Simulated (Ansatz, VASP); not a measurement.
## Te: VASP beside Ansatz

The input INCAR:

```
ALGO     = Normal         # electronic algorithm
EDIFF    = 1E-7           # SCF threshold, eV
ENCUT    = 520            # plane-wave cutoff, eV
GGA      = RP             # functional
ISIF     = 2              # what is computed and relaxed
ISMEAR   = -1             # smearing method
LASPH    = True           # aspherical terms in the spheres
LCHARG   = False          # write CHGCAR
LREAL    = False          # projectors in reciprocal space
LWAVE    = False          # write WAVECAR
NBANDS   = 16             # bands
NELM     = 80             # most SCF steps
PREC     = Accurate       # precision mode
SIGMA    = 0.1            # smearing width, eV
```

Contents of KPOINTS:

```
k-points
0
Gamma
  8 8 11
```

File POSCAR:

```
Te
1.0
    5.6791992605      0.0000000000      0.0000000000
   -2.8395996303      4.9183308328      0.0000000000
    0.0000000000      0.0000000000      3.3342486144
Te
3
Direct
    0.0000000000      0.0000000000      0.0000000000
    0.3333333333      0.6666666667      0.5000000000
    0.6666666667      0.3333333333      0.5000000000
```

Input for Ansatz:

```yaml
crystal:
  lattice:
    - [5.6791992605, 0.0, 0.0]
    - [-2.8395996303, 4.9183308328, 0.0]
    - [0.0, 0.0, 3.3342486144]
  atoms:
    - { symbol: Te, position: [0.0, 0.0, 0.0] }
    - { symbol: Te, position: [0.3333333333, 0.6666666667, 0.5] }
    - { symbol: Te, position: [0.6666666667, 0.3333333333, 0.5] }
hamiltonian:
  xc: rpbe
  pseudopotentials:
    kind: paw
    azcp:
      Te: "pseudopotentials/Te.paw.azcp"
basis:
  ecutwfc: 420
  fft_grid_basis: typed
kpoints:
  mp_grid: { grid: [8, 8, 11], shift: [0, 0, 0] }
magnetization:
  spin_polarized: false
scf:
  occupations: { method: fermi_dirac, width: 0.1 }
  lower_state_search: "off"
output:
  stress: true
```

Alike in both runs: task single point; functional RPBE; k mesh 8 × 8 × 11; occupations fermi-dirac, width 0.1 eV; no spin polarisation.

|  | VASP | Ansatz |
| --- | --- | --- |
| version | VASP 6.6.1 | Ansatz 0.2.0 |
| potentials or method | VASP PAW PBE potentials, release 64 (Te), cutoff 520 eV | plane waves (420 eV) with PAW, scalar-relativistic |
| valence electrons in the cell | 18 | 48 |

```csv
,VASP,Ansatz,Ansatz less VASP
pressure (GPa),-1.9,-1.8,+0.10
"traceless stress, the component that is largest in VASP (GPa)",-1.24,-1.23,+0.005
```

VASP's potentials were made for PBE, not for RPBE. VASP's potentials hold 18 valence electrons a cell and Ansatz's 48, so a difference there can come from the potentials and not from the codes.

Neither program's run includes spin-orbit coupling.
